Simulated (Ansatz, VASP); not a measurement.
## One calculation of KF, two programs

Contents of INCAR:

```
PREC = Accurate
ENCUT = 520
EDIFF = 1E-6
ISMEAR = 0
SIGMA = 0.05
LREAL = F
LASPH = T
NELM = 80
ALGO = Normal
ISIF = 2
LWAVE = F
LCHARG = F
NBANDS = 15
```

Contents of KPOINTS:

```
regular mesh
0
Gamma
  8 8 8
```

File POSCAR:

```
KF
1.0
    0.1138611011      2.6937954151      2.6937954151
    2.6937954151      0.1138611011      2.6937954151
    2.6937954151      2.6937954151      0.1138611011
K F
1 1
Direct
    0.0000000000      0.0000000000      0.0000000000
    0.5000000000      0.5000000000      0.5000000000
```

Input for Ansatz:

```yaml
crystal:
  lattice:
    - [0.1138611011, 2.6937954151, 2.6937954151]
    - [2.6937954151, 0.1138611011, 2.6937954151]
    - [2.6937954151, 2.6937954151, 0.1138611011]
  atoms:
    - { symbol: K, position: [0.0, 0.0, 0.0] }
    - { symbol: F, position: [0.5, 0.5, 0.5] }
basis:
  ecutwfc: 520.0
kpoints:
  mp_grid: { grid: [8, 8, 8] }
hamiltonian:
  xc: lda
scf:
  occupations: { method: gaussian, width: 0.05 }
output:
  forces: true
  stress: true
  eigenvalues: true
```

Alike in both runs: task single point; functional LDA; k mesh 8 × 8 × 8; occupations gaussian, width 0.05 eV; no spin polarisation.

|  | VASP | Ansatz |
| --- | --- | --- |
| version | VASP 6.6.1 | Ansatz 0.2.0 |
| potentials or method | VASP PAW LDA potentials, release 64 (K_sv, F), cutoff 520 eV | scalar-relativistic, plane waves, PAW |
| valence electrons in the cell | 16 | 16 |

|  | VASP | Ansatz | Ansatz less VASP |
| --- | --- | --- | --- |
| gap on the k mesh at the Fermi level (eV) | 5.96 | 5.98 | +0.017 |
| least direct gap on the mesh (eV) | 5.96 | 5.98 | +0.017 |
| pressure (GPa) | -2.3 | -2.4 | -0.14 |
| traceless stress, the component that is largest in VASP (GPa) | -0.71 | -0.72 | -0.011 |

LDA's correlation is that of Perdew and Zunger in VASP and of Perdew and Wang (1992) in Ansatz.
